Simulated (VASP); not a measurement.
# Ge (Fd-3m) in VASP: further runs

Ge is run at these levels: r2SCAN; tasks: single point, relaxation of cell and atoms.

Program: VASP 6.6.1. These are calculated values, not measurements. Logs are shortened: lines on timing, memory, paths and dates and some standing lists are left out, and cuts for length are marked.

**1. The cell of the first run**

Symmetry: Fd-3m, No. 227, cubic system. The conventional cell has a = 5.949 Å, b = 5.949 Å, c = 5.949 Å, α = 90.00°, β = 90.00°, γ = 90.00°. Within 3.4 Å of Ge (site symmetry -43m) lie 4 Ge at 2.58 Å.

**2. Single point, r2SCAN**

Input file POSCAR:

```
Ge
1.0
    0.0000000000      2.9743569460      2.9743569460
    2.9743569460      0.0000000000      2.9743569460
    2.9743569460      2.9743569460      0.0000000000
Ge
2
Direct
    0.0000000000      0.0000000000      0.0000000000
    0.2500000000      0.2500000000      0.2500000000
```

Input file INCAR.step1:

```
PREC     = Accurate       # precision mode
ENCUT    = 520            # plane-wave cutoff, eV
ISMEAR   = 0              # smearing method
SIGMA    = 0.1            # smearing width, eV
LREAL    = F              # projectors in reciprocal space
LASPH    = T              # aspherical terms in the spheres
NELM     = 100            # most SCF steps
NBANDS   = 21             # bands
GGA      = PE             # functional
ALGO     = Normal         # electronic algorithm
EDIFF    = 1E-4           # SCF threshold, eV
LWAVE    = T              # write WAVECAR
LCHARG   = F              # write CHGCAR
```

Input file INCAR.step2:

```
PREC     = Accurate       # precision mode
ENCUT    = 520            # plane-wave cutoff, eV
EDIFF    = 1E-6           # SCF threshold, eV
ISMEAR   = 0              # smearing method
SIGMA    = 0.1            # smearing width, eV
LREAL    = F              # projectors in reciprocal space
LASPH    = T              # aspherical terms in the spheres
NELM     = 100            # most SCF steps
ALGO     = Normal         # electronic algorithm
ISIF     = 2              # what is computed and relaxed
LWAVE    = F              # write WAVECAR
LCHARG   = T              # write CHGCAR
METAGGA  = R2SCAN         # meta-GGA
LMIXTAU  = T            
LELF     = T              # ELF
LVHAR    = T            
NBANDS   = 21             # bands
ISTART   = 1
```

Input file KPOINTS:

```
Automatic mesh
0
Gamma
  6 6 6
```

Potentials or basis: VASP PAW PBE potentials, release 64 (Ge_d).

On the command line:

```
$ cat potpaw_PBE.64/Ge_d/POTCAR > POTCAR
$ cp INCAR.step1 INCAR
$ mpirun -np 1 vasp_std > vasp.out
$ cp INCAR.step2 INCAR
$ mpirun -np 1 vasp_std > vasp.out
```

OUTCAR:

```text
PREC = Accurate
   ENCUT = 520
   EDIFF = 1E-6
   ISMEAR = 0
   LREAL = F
   LASPH = T
   NELM = 100
   ISIF = 2
   METAGGA = R2SCAN
   ISTART = 1

 ion  position               nearest neighbor table
   1  0.000  0.000  0.000-   2 2.58   2 2.58   2 2.58   2 2.58
   2  0.250  0.250  0.250-   1 2.58   1 2.58   1 2.58   1 2.58

  LATTYP: Found a face centered cubic cell.
 ALAT       =     5.9487138920

  Lattice vectors:

 A1 = (   0.0000000000,   2.9743569460,   2.9743569460)
 A2 = (   2.9743569460,   0.0000000000,   2.9743569460)
 A3 = (   2.9743569460,   2.9743569460,   0.0000000000)

Analysis of symmetry for initial positions (statically):
=====================================================================
 Subroutine PRICEL returns:
 Original cell was already a primitive cell.

 Routine SETGRP: Setting up the symmetry group for a
 face centered cubic supercell.

 Subroutine GETGRP returns: Found 48 space group operations
 (whereof 24 operations were pure point group operations)
 out of a pool of 48 trial point group operations.

The static configuration has the point symmetry T_d .
 The point group associated with its full space group is O_h .

Analysis of symmetry for dynamics (positions and initial velocities):
=====================================================================
 Subroutine PRICEL returns:
 Original cell was already a primitive cell.

 Routine SETGRP: Setting up the symmetry group for a
 face centered cubic supercell.

 Subroutine GETGRP returns: Found 48 space group operations
 (whereof 24 operations were pure point group operations)
 out of a pool of 48 trial point group operations.

The dynamic configuration has the point symmetry T_d .
 The point group associated with its full space group is O_h .

 Subroutine INISYM returns: Found 48 space group operations
 (whereof 24 operations are pure point group operations),
 and found     1 'primitive' translations

----------------------------------------------------------------------------------------

                                     Primitive cell

  volume of cell :      52.6271

  direct lattice vectors                    reciprocal lattice vectors
     0.000000000  2.974356946  2.974356946    -0.168103563  0.168103563  0.168103563
     2.974356946  0.000000000  2.974356946     0.168103563 -0.168103563  0.168103563
     2.974356946  2.974356946  0.000000000     0.168103563  0.168103563 -0.168103563

  length of vectors
     4.206375932  4.206375932  4.206375932     0.291163912  0.291163912  0.291163912

  position of ions in fractional coordinates (direct lattice)
     0.000000000  0.000000000  0.000000000
     0.250000000  0.250000000  0.250000000

  ion indices of the primitive-cell ions
   primitive index   ion index
                 1           1
                 2           2

----------------------------------------------------------------------------------------

 KPOINTS: Automatic mesh

Automatic generation of k-mesh.
 Grid dimensions read from file:
 generate k-points for:    6    6    6

 Generating k-lattice:

  Cartesian coordinates                     Fractional coordinates (reciprocal lattice)
    -0.028017260  0.028017260  0.028017260     0.166666667  0.000000000  0.000000000
     0.028017260 -0.028017260  0.028017260     0.000000000  0.166666667  0.000000000
     0.028017260  0.028017260 -0.028017260     0.000000000  0.000000000  0.166666667

  Length of vectors
     0.048527319  0.048527319  0.048527319

  Shift w.r.t. Gamma in fractional coordinates (k-lattice)
     0.000000000  0.000000000  0.000000000

 Subroutine IBZKPT returns following result:
 ===========================================

 Found     16 irreducible k-points:

 Following reciprocal coordinates:
            Coordinates               Weight
  0.000000  0.000000  0.000000      1.000000
  0.166667  0.000000  0.000000      8.000000
  0.333333  0.000000  0.000000      8.000000
  0.500000  0.000000  0.000000      4.000000
  0.166667  0.166667  0.000000      6.000000
  0.333333  0.166667  0.000000     24.000000
[... 8 lines left out ...]
 -0.333333  0.333333  0.166667     24.000000
 -0.333333  0.500000  0.166667     12.000000
   k-points           NKPTS =     16   k-points in BZ     NKDIM =     16   number of bands    NBANDS=     21
   number of dos      NEDOS =    301   number of ions     NIONS =      2
   total plane-waves  NPLWV =  32768
   dimension x,y,z NGX =    32 NGY =   32 NGZ =   32
   dimension x,y,z NGXF=    64 NGYF=   64 NGZF=   64
   ions per type =               2
   NGX,Y,Z   is equivalent  to a cutoff of  12.65, 12.65, 12.65 a.u.
   NGXF,Y,Z  is equivalent  to a cutoff of  25.29, 25.29, 25.29 a.u.
 SYSTEM =  unknown system
   PREC   = accura    normal or accurate (medium, high low for compatibility)
   ISTART =      1    job   : 0-new  1-cont  2-samecut
   ICHARG =      0    charge: 1-file 2-atom 10-const
   ISPIN  =      1    spin polarized calculation?
[... 76 lines left out ...]
      3     -21.8870      2.00000
      4     -21.8496      2.00000
      5     -21.8496      2.00000
      6     -21.7267      2.00000
[... 13 lines left out ...]
     20      12.0479      0.00000
     21      12.0479      0.00000

 k-point     3 :       0.3333    0.0000    0.0000
  band No.  band energies     occupation
      1     -21.9057      2.00000
      2     -21.9057      2.00000
      3     -21.8804      2.00000
      4     -21.8360      2.00000
      5     -21.8359      2.00000
      6     -21.7369      2.00000
[... 13 lines left out ...]
     20      12.5470      0.00000
     21      12.5470      0.00000

 k-point     4 :       0.5000    0.0000    0.0000
  band No.  band energies     occupation
      1     -21.9077      2.00000
      2     -21.9077      2.00000
      3     -21.8770      2.00000
      4     -21.8318      2.00000
      5     -21.8317      2.00000
      6     -21.7394      2.00000
[... 13 lines left out ...]
     20      13.6485      0.00000
     21      14.5190      0.00000

 k-point     5 :       0.1667    0.1667    0.0000
  band No.  band energies     occupation
      1     -21.8971      2.00000
      2     -21.8971      2.00000
      3     -21.8948      2.00000
      4     -21.8505      2.00000
      5     -21.8362      2.00000
      6     -21.7498      2.00000
[... 13 lines left out ...]
     20      11.8260      0.00000
     21      13.4558      0.00000

 k-point     6 :       0.3333    0.1667    0.0000
  band No.  band energies     occupation
      1     -21.9108      2.00000
      2     -21.9046      2.00000
      3     -21.8814      2.00000
      4     -21.8362      2.00000
      5     -21.8183      2.00000
      6     -21.7674      2.00000
[... 13 lines left out ...]
     20      13.1589      0.00000
     21      13.7746      0.00000

 k-point     7 :       0.5000    0.1667    0.0000
  band No.  band energies     occupation
      1     -21.9190      2.00000
      2     -21.9102      2.00000
      3     -21.8647      2.00000
      4     -21.8228      2.00000
      5     -21.8172      2.00000
      6     -21.7644      2.00000
[... 13 lines left out ...]
     20      14.0717      0.00000
     21      14.5550      0.00000
[... 99 lines left out ...]
      1     -21.9267      2.00000
      2     -21.9152      2.00000
      3     -21.8496      2.00000
      4     -21.8005      2.00000
      5     -21.7962      2.00000
      6     -21.7869      2.00000
[... 13 lines left out ...]
     20      12.5522      0.00000
     21      16.3713      0.00000

 k-point    13 :       0.5000    0.5000    0.0000
  band No.  band energies     occupation
      1     -21.9149      2.00000
      2     -21.9149      2.00000
      3     -21.8502      2.00000
      4     -21.8502      2.00000
      5     -21.7820      2.00000
      6     -21.7820      2.00000
[... 13 lines left out ...]
     20      14.2916      0.00000
     21      16.1216      0.00000

 k-point    14 :       0.5000    0.3333    0.1667
  band No.  band energies     occupation
      1     -21.9181      2.00000
      2     -21.9155      2.00000
      3     -21.8612      2.00000
      4     -21.8217      2.00000
      5     -21.7987      2.00000
      6     -21.7865      2.00000
[... 13 lines left out ...]
     20      13.1356      0.00000
     21      15.4229      0.00000

 k-point    15 :      -0.3333    0.3333    0.1667
  band No.  band energies     occupation
      1     -21.9250      2.00000
      2     -21.9178      2.00000
      3     -21.8454      2.00000
      4     -21.8090      2.00000
      5     -21.7941      2.00000
      6     -21.7884      2.00000
[... 13 lines left out ...]
     20      14.8229      0.00000
     21      14.9702      0.00000

 k-point    16 :      -0.3333    0.5000    0.1667
  band No.  band energies     occupation
      1     -21.9219      2.00000
      2     -21.9219      2.00000
      3     -21.8304      2.00000
      4     -21.8304      2.00000
      5     -21.7844      2.00000
      6     -21.7844      2.00000
[... 13 lines left out ...]
     20      13.9397      0.00000
     21      16.0831      0.00000

------------------------ aborting loop because EDIFF is reached ----------------------------------------

  FORCE on cell =-STRESS in cart. coord.  units (eV):
  Direction    XX          YY          ZZ          XY          YZ          ZX
  --------------------------------------------------------------------------------------
  -------------------------------------------------------------------------------------
  Total       -2.3099740     -2.3099740     -2.3099740     -0.0000000      0.0000000     -0.0000000
  in kB      -70.3247868    -70.3247868    -70.3247868     -0.0000000      0.0000000     -0.0000000
  external PRESSURE =     -70.3247868 kB  Pullay stress =       0.0000000 kB

 VOLUME and BASIS-vectors are now :
 -----------------------------------------------------------------------------
  energy-cutoff  :      520.00
  volume of cell :       52.63
      direct lattice vectors                 reciprocal lattice vectors
     0.000000000  2.974356946  2.974356946    -0.168103563  0.168103563  0.168103563
     2.974356946  0.000000000  2.974356946     0.168103563 -0.168103563  0.168103563
     2.974356946  2.974356946  0.000000000     0.168103563  0.168103563 -0.168103563

 POSITION                                       TOTAL-FORCE (eV/Angst)
 -----------------------------------------------------------------------------------
      0.00000      0.00000      0.00000        -0.000000     -0.000000     -0.000000
      1.48718      1.48718      1.48718         0.000000      0.000000      0.000000
 -----------------------------------------------------------------------------------
    total drift:                               -0.000000      0.000000      0.000000

  FREE ENERGIE OF THE ION-ELECTRON SYSTEM (eV)
  ---------------------------------------------------
  free  energy   TOTEN  =       -27.5344004519 eV

  energy  without entropy=      -27.5328448766  energy(sigma->0) =      -27.53362266
```

Wall time 36 s (1 thread of Intel Xeon Platinum 8488C (Sapphire Rapids), shared host); peak memory 0.18 GiB.

Results:

- Free energy: -27.5344 eV
- Pressure: -7.0 GPa
- Band gap on the k mesh: zero (bands 14 and 15 overlap by 0.01 eV)

Levels at points of the mesh, in eV from the Fermi level:
| k point | band 10 | band 11 | band 12 | band 13 | band 14 | band 15 | band 16 | band 17 | band 18 | band 19 |
| --- | --- | --- | --- | --- | --- | --- | --- | --- | --- | --- |
| (0.00, 0.00, 0.00) | -25.10 | -12.16 | -0.92 | 0.05 | 0.05 | 0.05 | 2.68 | 2.68 | 2.68 | 6.67 |
| (0.50, 0.00, 0.00) | -25.08 | -10.32 | -7.20 | -1.21 | -1.21 | 0.03 | 3.94 | 3.94 | 7.51 | 10.16 |
| (0.50, 0.50, 0.00) | -25.07 | -8.64 | -8.64 | -2.67 | -2.67 | 1.16 | 1.16 | 8.90 | 8.90 | 10.90 |

Caveat: the cell stands under tension; semilocal functionals underestimate gaps, and a narrow one can read as zero; the PAW data sets were made with another functional, which shifts forces and pressure a little.

**3. Single point, r2SCAN**

This run uses another cell than the first one, of 22.83 Å³/atom.

Input file POSCAR:

```
Ge
1.0
    0.0000000000      2.8367729556      2.8367729556
    2.8367729556      0.0000000000      2.8367729556
    2.8367729556      2.8367729556      0.0000000000
Ge
2
Direct
    0.0000000000      0.0000000000      0.0000000000
    0.2500000000      0.2500000000      0.2500000000
```

Input file INCAR.step1:

```
SYSTEM = Ge
ALGO     = Normal         ! electronic algorithm
EDIFF    = 1E-4           ! SCF threshold, eV
ENCUT    = 520            ! plane-wave cutoff, eV
GGA      = PE             ! functional
ISMEAR   = 0              ! smearing method
LASPH    = .TRUE.         ! aspherical terms in the spheres
LCHARG   = .FALSE.        ! write CHGCAR
LREAL    = .FALSE.        ! projectors in reciprocal space
LWAVE    = .TRUE.         ! write WAVECAR
NBANDS   = 21             ! bands
NELM     = 60             ! most SCF steps
PREC     = Accurate       ! precision mode
SIGMA    = 0.02           ! smearing width, eV
```

Input file INCAR.step2:

```
SYSTEM = Ge
ALGO     = Normal         ! electronic algorithm
EDIFF    = 1E-6           ! SCF threshold, eV
ENCUT    = 520            ! plane-wave cutoff, eV
ISIF     = 2              ! what is computed and relaxed
ISMEAR   = 0              ! smearing method
ISTART   = 1            
LASPH    = .TRUE.         ! aspherical terms in the spheres
LCHARG   = .TRUE.         ! write CHGCAR
LELF     = .TRUE.         ! ELF
LMIXTAU  = .TRUE.       
LREAL    = .FALSE.        ! projectors in reciprocal space
LVHAR    = .TRUE.       
LWAVE    = .FALSE.        ! write WAVECAR
METAGGA  = R2SCAN         ! meta-GGA
NBANDS   = 21             ! bands
NELM     = 60             ! most SCF steps
PREC     = Accurate       ! precision mode
SIGMA    = 0.02           ! smearing width, eV
```

Input file KPOINTS:

```
k-points
0
G
  12 12 12
  0 0 0
```

Potentials or basis: VASP PAW PBE potentials, release 64 (Ge_d).

On the command line:

```
$ cat potpaw_PBE.64/Ge_d/POTCAR > POTCAR
$ cp INCAR.step1 INCAR
$ mpirun -np 1 vasp_std > vasp.out
$ cp INCAR.step2 INCAR
$ mpirun -np 1 vasp_std > vasp.out
```

Run time: 2.6 min. Hardware: 1 thread of Intel Xeon Platinum 8488C (Sapphire Rapids), shared host; peak memory 0.19 GiB.

The run converged. Its results:

* Free energy: -27.7444 eV
* Pressure: 0.1 GPa
* Band gap on the k mesh: 0.32 eV

Levels at points of the mesh, in eV from the valence-band top:
```
           k point  band 11  band 12  band 13  band 14  band 15  band 16  band 17  band 18
(0.00, 0.00, 0.00)   -13.24     0.00     0.00     0.00     0.32     2.71     2.71     2.71
(0.50, 0.00, 0.00)   -11.07    -7.83    -1.47    -1.47     0.42     3.99     3.99     7.65
(0.50, 0.50, 0.00)    -9.18    -9.18    -3.20    -3.20     0.98     0.98    10.03    10.03
```

Caveat: semilocal functionals underestimate gaps, and a narrow one can read as zero; the PAW data sets were made with another functional, which shifts forces and pressure a little.

**4. Relaxation of cell and atoms, r2SCAN**

This run uses another cell than the first one, of 22.83 Å³/atom.

POSCAR is that of step 3.

Input file INCAR.step1:

```
SYSTEM = Ge
PREC = Accurate ; ENCUT = 600
ISMEAR = 0 ; SIGMA = 0.02
LREAL = .False. ; LASPH = .True.
NELM = 80 ; GGA = PE
ALGO = Normal ; EDIFF = 1E-4
LWAVE = .True. ; LCHARG = .False.
```

Input file INCAR.step2:

```
SYSTEM = Ge
PREC = Accurate ; ENCUT = 600
EDIFF = 1E-6 ; ISMEAR = 0
SIGMA = 0.02 ; LREAL = .False.
LASPH = .True. ; NELM = 80
ALGO = Normal ; ISIF = 3
LWAVE = .False. ; LCHARG = .False.
METAGGA = R2SCAN ; LMIXTAU = .True.
IBRION = 2 ; NSW = 80
EDIFFG = -0.01 ; ISTART = 1
```

Input file KPOINTS:

```
regular mesh
0
Gamma
  12 12 12
  0 0 0
```

On the command line:

```
$ cat potpaw_PBE.64/Ge_d/POTCAR > POTCAR
$ cp INCAR.step1 INCAR
$ mpirun -np 1 vasp_std > vasp.out
$ cp INCAR.step2 INCAR
$ mpirun -np 1 vasp_std > vasp.out
```

Run time: 4.3 min. Hardware: 1 thread of Intel Xeon Platinum 8488C (Sapphire Rapids), shared host; peak memory 0.22 GiB.

It converged, with:

```
Free energy                           : -27.7458 eV
Relaxed volume                        : 22.87 Å³/atom
Relaxed cell                          : a = 4.014 Å, b = 4.014 Å, c = 4.014 Å, α = 60.00°, β = 60.00°, γ = 60.00°
Space group after relaxing (to 0.1 Å) : Fd-3m (No. 227)
Energy gained by relaxing             : 0.0 meV/atom
Ionic steps                           : 3
Pressure after relaxing               : 0.0 GPa
Band gap on the k mesh                : 0.31 eV
```

Final structure:
```
Ge
1.0
     0.00000    2.83852    2.83852
     2.83852    0.00000    2.83852
     2.83852    2.83852    0.00000
Ge
2
Direct
  0.00000 0.00000 0.00000
  0.25000 0.25000 0.25000
```

Levels at points of the mesh, in eV from the valence-band top:
```tsv
k point	band 10	band 11	band 12	band 13	band 14	band 15	band 16	band 17	band 18
(0.00, 0.00, 0.00)	-25.21	-13.22	0.00	0.00	0.00	0.31	2.71	2.71	2.71
(0.50, 0.00, 0.00)	-25.19	-11.06	-7.82	-1.47	-1.47	0.41	3.99	3.99	7.65
(0.50, 0.50, 0.00)	-25.17	-9.18	-9.18	-3.19	-3.19	0.99	0.99	10.02	10.02
```

Caveat: semilocal functionals underestimate gaps, and a narrow one can read as zero; the PAW data sets were made with another functional, which shifts forces and pressure a little. A k mesh can miss the band edges.

**5. Summary**

```tsv
task	cell	k mesh	cutoff (eV)	smearing	gap on the mesh (eV)	pressure (GPa)
single point	a = 4.206 Å, angles 60.0°, 2 atoms	6 × 6 × 6	520	gaussian 0.1 eV	none	-7.0
single point	a = 4.012 Å, angles 60.0°, 2 atoms	12 × 12 × 12	520	gaussian 0.02 eV	0.32	0.1
relaxation of cell and atoms	relaxed from a = 4.012 Å, angles 60.0°, 2 atoms	12 × 12 × 12	600	gaussian 0.02 eV	0.31	0.0
```

Alike in all rows: level r2SCAN; potentials or basis VASP PAW PBE potentials, release 64 (Ge_d); no spin polarisation.

Caveats: semilocal functionals underestimate gaps, and a narrow one can read as zero; the PAW data sets were made with another functional, which shifts forces and pressure a little; the cell stands under tension (at least some runs).

Absolute energies hang on the potentials; compare differences alone.
